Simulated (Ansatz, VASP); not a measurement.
## Two plane-wave programs on Be3H2

```
Be H
1.0
     2.29123    0.00000    0.00000
    -1.14562    1.98427    0.00000
     0.00000    0.00000    7.33432
Be H
3 2
Direct
  0.00000 0.00000 0.00000
  0.66667 0.33333 0.25233
  0.33333 0.66667 0.74767
  0.66667 0.33333 0.62525
  0.33333 0.66667 0.37475
```

Change from the starting cell: ordered vacancies on the anion sites of caesium chloride (P-3m1, No. 164).

Alike in both runs: task relaxation of cell and atoms; functional PBE; k mesh 12 × 12 × 4; occupations gaussian, width 0.1 eV; no spin polarisation.

|  | VASP | Ansatz |
| --- | --- | --- |
| version | VASP 6.6.1 | Ansatz 0.2.0 |
| potentials or method | VASP PAW PBE potentials, release 64 (Be, H_h), cutoff 910 eV | scalar-relativistic, plane waves, PAW |
| valence electrons in the cell | 8 | 8 |

|  | VASP | Ansatz | Ansatz less VASP |
| --- | --- | --- | --- |
| gap on the k mesh at the Fermi level, each at its own relaxed structure (eV) | none | none | - |
| relaxed volume (Å³/atom) | 6.67 | 6.80 | +0.130 |
| relaxed cell length with the largest relative difference (Å) | 7.334 | 7.452 | +0.1174 |

A gap of «none» marks a metal or a gap that the smearing closes.

Noted on VASP's run: the relaxation stopped at its first step, so nothing moved.
